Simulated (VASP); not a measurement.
Wanted: the native input for a VASP 6.6.1 run.

- Task: single point
- Functional: r2SCAN
- Potentials or basis: VASP PAW PBE potentials, release 64 (Na_pv, I)
- Cutoff: 520 eV
- k mesh: 6 × 6 × 6
- Occupations: gaussian, width 0.01 eV
- Spin: no spin polarisation
- Dipole correction: no
- Further INCAR settings: ALGO = Normal; EDIFF = 1e-07; NBANDS = 14

Crystal: NaI.

```
Na I
1.0
     3.29802    3.29802    0.00000
    -3.29802    3.29802    0.00000
     0.00000    3.29802    3.20133
Na I
1 1
Direct
  0.00000 0.00000 0.00000
  0.50000 0.50000 0.00000
```

This cell differs from its parent crystal: in-plane strain +0.02, then relaxed in part.

These files were run (other wordings do the same):

POSCAR

```
NaI
1.0
    3.2980194546      3.2980194546      0.0000000000
   -3.2980194546      3.2980194546      0.0000000000
    0.0000000000      3.2980194546      3.2013254097
Na I
1 1
Direct
    0.0000000000      0.0000000000      0.0000000000
    0.5000000000      0.5000000000      0.0000000000
```

INCAR.step1

```
ALGO = Normal
EDIFF = 1E-4
ENCUT = 520
GGA = PE
ISMEAR = 0
LASPH = True
LCHARG = False
LREAL = False
LWAVE = True
NBANDS = 14
NELM = 80
PREC = Accurate
SIGMA = 0.01
```

INCAR.step2

```
ALGO = Normal
EDIFF = 1E-7
ENCUT = 520
ISIF = 2
ISMEAR = 0
ISTART = 1
LASPH = True
LCHARG = True
LELF = True
LMIXTAU = True
LREAL = False
LVHAR = True
LWAVE = False
METAGGA = R2SCAN
NBANDS = 14
NELM = 80
PREC = Accurate
SIGMA = 0.01
```

KPOINTS

```
k-points
0
Gamma
  6 6 6
```

Potentials or basis: VASP PAW PBE potentials, release 64 (Na_pv, I).

Launch:

```console
$ cat potpaw_PBE.64/Na_pv/POTCAR potpaw_PBE.64/I/POTCAR > POTCAR
$ cp INCAR.step1 INCAR
$ mpirun -np 1 vasp_std > vasp.out
$ cp INCAR.step2 INCAR
$ mpirun -np 1 vasp_std > vasp.out
```

Results of the run:

* Pressure: -0.6 GPa
* Band gap on the k mesh: 4.35 eV, direct

Caveat: the cell differs from its parent crystal (in-plane strain +0.02, then relaxed in part); the PAW data sets were made with another functional, which shifts forces and pressure a little; spin-orbit coupling is left out, which moves the levels of the heavy elements.

Run time: 110 s on 1 thread of Intel(R) Xeon(R) Platinum 8375C CPU @ 2.90GHz (Ice Lake), with other jobs on the host, peak memory 0.22 GiB.
